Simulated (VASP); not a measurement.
Set up this calculation in VASP 6.6.1, as the native input.

```yaml
Task: relaxation of cell and atoms
Functional: PBE
Potentials_or_basis: VASP PAW PBE potentials, release 64 (Rb_sv, W_sv)
Cutoff: 600 eV
k_mesh: 18 × 18 × 6
Occupations: gaussian, width 0.1 eV
Spin: no spin polarisation
Dipole_correction: no
Further_INCAR_settings: ALGO = Normal; EDIFF = 1e-07; IBRION = 2; EDIFFG = -0.01; NSW = 100; ISIF = 3
```

The structure of RbW2 lies in POSCAR:

```
RbW2
1.0
    3.2092529151      0.0000000000      0.0000000000
   -1.6046264575      2.7792945516      0.0000000000
    0.0000000000      0.0000000000      8.3369902651
Rb W
1 2
Direct
    0.0000000000      0.0000000000      0.5000000000
    0.3333333333      0.6666666667      0.8984997804
    0.6666666667      0.3333333333      0.1015002196
```

One way to write it, as run:

INCAR

```
PREC = Accurate ; ENCUT = 600
EDIFF = 1E-7 ; ISMEAR = 0
SIGMA = 0.1 ; LREAL = False
LASPH = True ; NELM = 100
ALGO = Normal ; ISIF = 3
LWAVE = False ; LCHARG = False
GGA = PE ; IBRION = 2
NSW = 100 ; EDIFFG = -0.01
```

KPOINTS

```
Automatic mesh
0
Gamma
  18 18 6
```

Potentials or basis: VASP PAW PBE potentials, release 64 (Rb_sv, W_sv).

Command:

```console
$ cat potpaw_PBE.64/Rb_sv/POTCAR potpaw_PBE.64/W_sv/POTCAR > POTCAR
$ mpirun -np 1 vasp_std > vasp.out
```

It gave:

```
Relaxed volume                         : 25.22 Å³/atom
Relaxed cell                           : a = 3.238 Å, b = 3.238 Å, c = 8.333 Å, α = 90.00°, β = 90.00°, γ = 120.00°
Space group after relaxing (to 0.05 Å) : P-3m1 (No. 164)
Energy gained by relaxing              : 2.1 meV/atom
Ionic steps                            : 7
Pressure after relaxing                : 0.0 GPa
Largest force after relaxing           : 0.004 eV/Å
```

Run time: 21 min on 1 thread of Intel(R) Xeon(R) 6975P-C (Granite Rapids), with other jobs on the host, peak memory 0.52 GiB.
